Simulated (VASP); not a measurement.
# CrO2 (Fm-3m) in VASP: notebook, part 2 of 2

VASP 6.6.1. Earlier steps stand in the parts before.

### Step 3. Relaxation of cell and atoms, PBE, collinear spin, ferromagnetic start

INCAR

```
PREC = Accurate ; ENCUT = 600
EDIFF = 1E-7 ; ISMEAR = -1
SIGMA = 0.05 ; LREAL = F
LASPH = T ; NELM = 150
ALGO = Normal ; ISIF = 3
LWAVE = F ; LCHARG = F
ISPIN = 2 ; MAGMOM = 3 0 0
LORBIT = 11 ; LMAXMIX = 4
GGA = PE ; IBRION = 2
NSW = 60 ; EDIFFG = -0.01
```

KPOINTS

```
regular mesh
0
Gamma
  7 7 7
```

POSCAR

```
CrO2
1.0
    0.0000000000      2.3830650000      2.3830650000
    2.3830650000      0.0000000000      2.3830650000
    2.3830650000      2.3830650000      0.0000000000
Cr O
1 2
Direct
    0.0000000000      0.0000000000      0.0000000000
    0.2500000000      0.2500000000      0.2500000000
    0.7500000000      0.7500000000      0.7500000000
```

Potentials or basis: VASP PAW PBE potentials, release 64 (Cr_pv, O).

Launch:

```
$ cat potpaw_PBE.64/Cr_pv/POTCAR potpaw_PBE.64/O/POTCAR > POTCAR
$ mpirun -np 1 vasp_std > vasp.out
```

OUTCAR:

```text
PREC = Accurate
   ENCUT = 600
   EDIFF = 1E-7
   ISMEAR = -1
   LREAL = F
   LASPH = T
   NELM = 150
   ISIF = 3
   ISPIN = 2
   LORBIT = 11
   GGA = PE
   IBRION = 2
   NSW = 60
   EDIFFG = -0.01

 ion  position               nearest neighbor table
   1  0.000  0.000  0.000-   3 2.06   3 2.06   3 2.06   2 2.06   3 2.06   2 2.06   2 2.06   2 2.06

   2  0.250  0.250  0.250-   1 2.06   1 2.06   1 2.06   1 2.06
   3  0.750  0.750  0.750-   1 2.06   1 2.06   1 2.06   1 2.06

  LATTYP: Found a face centered cubic cell.
 ALAT       =     4.7661300000

  Lattice vectors:

 A1 = (   0.0000000000,   2.3830650000,   2.3830650000)
 A2 = (   2.3830650000,   0.0000000000,   2.3830650000)
 A3 = (   2.3830650000,   2.3830650000,   0.0000000000)

Analysis of symmetry for initial positions (statically):
=====================================================================
 Subroutine PRICEL returns:
 Original cell was already a primitive cell.

 Routine SETGRP: Setting up the symmetry group for a
 face centered cubic supercell.

 Subroutine GETGRP returns: Found 48 space group operations
 (whereof 48 operations were pure point group operations)
 out of a pool of 48 trial point group operations.

The static configuration has the point symmetry O_h .

Analysis of symmetry for dynamics (positions and initial velocities):
=====================================================================
 Subroutine PRICEL returns:
 Original cell was already a primitive cell.

 Routine SETGRP: Setting up the symmetry group for a
 face centered cubic supercell.

 Subroutine GETGRP returns: Found 48 space group operations
 (whereof 48 operations were pure point group operations)
 out of a pool of 48 trial point group operations.

The dynamic configuration has the point symmetry O_h .

Analysis of structural, dynamic, and magnetic symmetry:
=====================================================================
 Subroutine PRICEL returns:
 Original cell was already a primitive cell.

 Routine SETGRP: Setting up the symmetry group for a
 face centered cubic supercell.

 Subroutine GETGRP returns: Found 48 space group operations
 (whereof 48 operations were pure point group operations)
 out of a pool of 48 trial point group operations.

The overall configuration has the point symmetry O_h .

 Subroutine INISYM returns: Found 48 space group operations
 (whereof 48 operations are pure point group operations),
 and found     1 'primitive' translations

----------------------------------------------------------------------------------------

                                     Primitive cell

  volume of cell :      27.0668

  direct lattice vectors                    reciprocal lattice vectors
     0.000000000  2.383065000  2.383065000    -0.209813832  0.209813832  0.209813832
     2.383065000  0.000000000  2.383065000     0.209813832 -0.209813832  0.209813832
     2.383065000  2.383065000  0.000000000     0.209813832  0.209813832 -0.209813832

  length of vectors
     3.370162843  3.370162843  3.370162843     0.363408217  0.363408217  0.363408217

  position of ions in fractional coordinates (direct lattice)
[... 61 lines left out ...]
   dimension x,y,z NGX =    28 NGY =   28 NGZ =   28
   dimension x,y,z NGXF=    56 NGYF=   56 NGZF=   56
   ions per type =               1   2
   NGX,Y,Z   is equivalent  to a cutoff of  13.81, 13.81, 13.81 a.u.
   NGXF,Y,Z  is equivalent  to a cutoff of  27.62, 27.62, 27.62 a.u.
 SYSTEM =  unknown system
   PREC   = accura    normal or accurate (medium, high low for compatibility)
   ISTART =      0    job   : 0-new  1-cont  2-samecut
   ICHARG =      2    charge: 1-file 2-atom 10-const
   ISPIN  =      2    spin polarized calculation?
   LNONCOLLINEAR =      F non collinear calculations
   LSORBIT =      F    spin-orbit coupling
   LASPH  =      T    aspherical Exc in radial PAW
   ENCUT  =  600.0 eV  44.10 Ry    6.64 a.u.   6.73  6.73  6.73*2*pi/ulx,y,z
   NELM   =    150;   NELMIN=  2; NELMDL= -5     # of ELM steps
   EDIFF  = 0.1E-06   stopping-criterion for ELM
   LREAL  =      F    real-space projection
   EDIFFG = -.1E-01   stopping-criterion for IOM
   NSW    =     60    number of steps for IOM
   IBRION =      2    ionic relax: 0-MD 1-quasi-New 2-CG
   NFREE  =      1    steps in history (QN), initial steepest desc. (CG)
   ISIF   =      3    stress and relaxation
   ISYM   =      2    0-nonsym 1-usesym 2-fastsym
   POTIM  = 0.5000    time-step for ionic-motion
   TEBEG  =    0.0;   TEEND  =   0.0 temperature during run
   PSTRESS=    0.0 pullay stress
   NELECT =      24.0000    total number of electrons
   NUPDOWN=      -1.0000    fix difference up-down
   EMIN   =  10.00;   EMAX   =-10.00  energy-range for DOS
   EFERMI =   0.00;   METHOD = LEGACY
   ISMEAR =    -1;   SIGMA  =   0.05  broadening in eV -4-tet -1-fermi 0-gaus
   EFERMI_NEDOS =   21; number of points for ismear=-14 and -15
   IALGO  =     38    algorithm
   IMIX   =      4    mixing-type and parameters
     AMIX     =   0.40;   BMIX     =  1.00
     AMIX_MAG =   1.60;   BMIX_MAG =  1.00
  volume/ion in A,a.u.               =       9.02        60.89
  Fermi-wavevector in a.u.,A,eV,Ry     =   1.572773  2.972110 33.655571  2.473615
  Thomas-Fermi vector in A             =   2.674157
   LORBIT       =     11    0 simple, 1 ext, 2 COOP (PROOUT), +10 PAW based schemes
   GGA     = PE    functional components
   LHFCALC =     F    Hartree Fock is set to
   AEXX    =    0.0000 exact exchange contribution
   IVDW    =     0    specifies the selected vdW correction
   LEPSILON=     F    determine dielectric tensor
   LRPA    =     F    only Hartree local field effects (RPA)
 conjugate gradient relaxation of ions
 spin polarized calculation
  energy-cutoff  :      600.00
  volume of cell :       27.07
 maximum number of plane-waves:       914
   NGX = 13   NGY = 13   NGZ = 13

--------------------------------------- Ionic step        1  -------------------------------------------

 number of electron      23.9999997 magnetization       2.0000017

 Free energy of the ion-electron system (eV)
  ---------------------------------------------------
  ext. energy  EPLUGINS =         0.00000000
  ---------------------------------------------------
  free energy    TOTEN  =       -24.33609867 eV

  energy without entropy =      -24.33599965  energy(sigma->0) =      -24.33604916

------------------------ aborting loop because EDIFF is reached ----------------------------------------

  FORCE on cell =-STRESS in cart. coord.  units (eV):
  Direction    XX          YY          ZZ          XY          YZ          ZX
  --------------------------------------------------------------------------------------
  -------------------------------------------------------------------------------------
  Total       -1.3860977     -1.3860977     -1.3860977     -0.0000000      0.0000000     -0.0000000
  in kB      -82.0477653    -82.0477653    -82.0477653     -0.0000000      0.0000000     -0.0000000
  external PRESSURE =     -82.0477653 kB  Pullay stress =       0.0000000 kB
[... 61 lines left out ...]
--------------------------------------- Ionic step        3  -------------------------------------------

 number of electron      23.9999993 magnetization       2.0000010

 Free energy of the ion-electron system (eV)
  ---------------------------------------------------
  ext. energy  EPLUGINS =         0.00000000
  ---------------------------------------------------
  free energy    TOTEN  =       -24.36085628 eV

  energy without entropy =      -24.36082676  energy(sigma->0) =      -24.36084152

 E-fermi :   7.1981     XC(G=0): -12.5269

 val. band max:        6.8497340702   @ k =  -0.4286   0.4286   0.0000
 cond. band min:       7.5792227184   @ k =  -0.4286   0.4286   0.0000
 fundamental gap:      0.7294886482
 Fermi energy:         7.1980947097

 spin component 1

 k-point     1 :       0.0000    0.0000    0.0000
  band No.  band energies     occupation
      1     -37.7333      1.00000
      2     -37.7332      1.00000
      3     -37.7331      1.00000
      4     -13.4144      1.00000
      5      -8.9502      1.00000
      6       0.4484      1.00000
[... 396 lines left out ...]
      4     -11.0941      1.00000
      5     -11.0470      1.00000
      6      -0.1173      1.00000
[... 10 lines left out ...]
     17      11.8266      0.00000
     18      18.5750      0.00000
 Fermi energy:         7.1980947097

 spin component 2

 k-point     1 :       0.0000    0.0000    0.0000
  band No.  band energies     occupation
      1     -35.4676      1.00000
      2     -35.4676      1.00000
      3     -35.4676      1.00000
      4     -13.5064      1.00000
      5      -9.1742      1.00000
      6       0.7116      1.00000
[... 439 lines left out ...]
  FREE ENERGIE OF THE ION-ELECTRON SYSTEM (eV)
  ---------------------------------------------------
  free  energy   TOTEN  =       -24.3608562768 eV

  energy  without entropy=      -24.3608267626  energy(sigma->0) =      -24.36084152

 reached required accuracy - stopping structural energy minimisation

 total charge

# of ion       s       p       d       tot
------------------------------------------
    1        0.306   6.356   3.937  10.599
    2        1.579   3.432   0.000   5.011
    3        1.579   3.432   0.000   5.011
--------------------------------------------------
tot          3.464  13.219   3.937  20.621

 magnetization (x)

# of ion       s       p       d       tot
------------------------------------------
    1        0.029   0.033   2.108   2.170
    2       -0.002  -0.109   0.000  -0.111
    3       -0.002  -0.109   0.000  -0.111
--------------------------------------------------
tot          0.024  -0.185   2.108   1.948
```

OSZICAR:

```text
N       E                     dE             d eps       ncg     rms          rms(c)
DAV:   1     0.251882798416E+03    0.25188E+03   -0.14672E+04  1440   0.163E+03
[... 38 lines left out ...]
DAV:   5    -0.243610306240E+02    0.12023E-02   -0.93324E-03  1480   0.668E-01    0.172E-01
DAV:   6    -0.243608388921E+02    0.19173E-03   -0.10946E-03  1532   0.337E-01    0.969E-02
DAV:   7    -0.243608546751E+02   -0.15783E-04   -0.84852E-05  1504   0.844E-02    0.192E-02
DAV:   8    -0.243608556364E+02   -0.96133E-06   -0.10905E-05  1532   0.277E-02    0.882E-03
DAV:   9    -0.243608563714E+02   -0.73501E-06   -0.33592E-06  1712   0.145E-02    0.564E-03
DAV:  10    -0.243608562483E+02    0.12317E-06   -0.17662E-06  1362   0.111E-02    0.629E-04
DAV:  11    -0.243608562768E+02   -0.28504E-07   -0.41436E-08   722   0.161E-03
   3 F= -.24360856E+02 E0= -.24360842E+02  d E =-.247576E-01  mag=     2.0000
```

Wall time 1.9 min (1 thread of Intel Xeon 8259CL, shared host); peak memory 0.19 GiB.

Results:

```yaml
Free_energy: -24.3609 eV
Relaxed_volume: 8.71 Å³/atom
Relaxed_cell: a = 3.331 Å, b = 3.331 Å, c = 3.331 Å, α = 60.00°, β = 60.00°, γ = 60.00°
Space_group_after_relaxing_to_0.1_Å: Fm-3m (No. 225)
Energy_gained_by_relaxing: 8.3 meV/atom
Ionic_steps: 3
Pressure_after_relaxing: 0.0 GPa
Band_gap_on_the_k_mesh: 0.73 eV
Net_moment: 2.00 μB per cell
Site_moments: Cr +2.17; O -0.11 μB
Valence_electrons_inside_the_program's_atomic_spheres: Cr 10.60; O 5.01
```

Step by step:
| step | energy change (eV) | largest force (eV/Å) | pressure (GPa) | volume (Å³) |
| --- | --- | --- | --- | --- |
| 1 | 0.0000 | 0.0000 | -8.20 | 27.07 |
| 2 | -0.0023 | 0.0000 | 8.90 | 25.30 |
| 3 | -0.0248 | 0.0000 | -0.03 | 26.14 |

Final structure:
```
CELL_PARAMETERS angstrom
0.00000 2.35546 2.35546
2.35546 0.00000 2.35546
2.35546 2.35546 0.00000
ATOMIC_POSITIONS crystal
Cr 0.00000 0.00000 0.00000
O 0.25000 0.25000 0.25000
O 0.75000 0.75000 0.75000
```

Levels at points of the mesh, in eV from the valence-band top:
Spin up:
```
           k point  band 10  band 11  band 12  band 13  band 14  band 15  band 16  band 17
(0.00, 0.00, 0.00)    -1.56    -0.91    -0.91    -0.91     3.17     3.17     3.17     4.97
```
Spin down:
```csv
k point,band 8,band 9,band 10,band 11,band 12,band 13,band 14,band 15
"(0.00, 0.00, 0.00)",-6.14,-1.09,-1.09,-1.09,1.41,1.41,4.24,4.24
```

Caveat: an empty level that is flat over the whole mesh can mark a ghost state of the potentials, or a narrow d or f band; an odd mesh through Γ misses points on the zone boundary, where band edges can lie; a cell with one magnetic atom can't hold antiferromagnetic order, which such compounds often take.
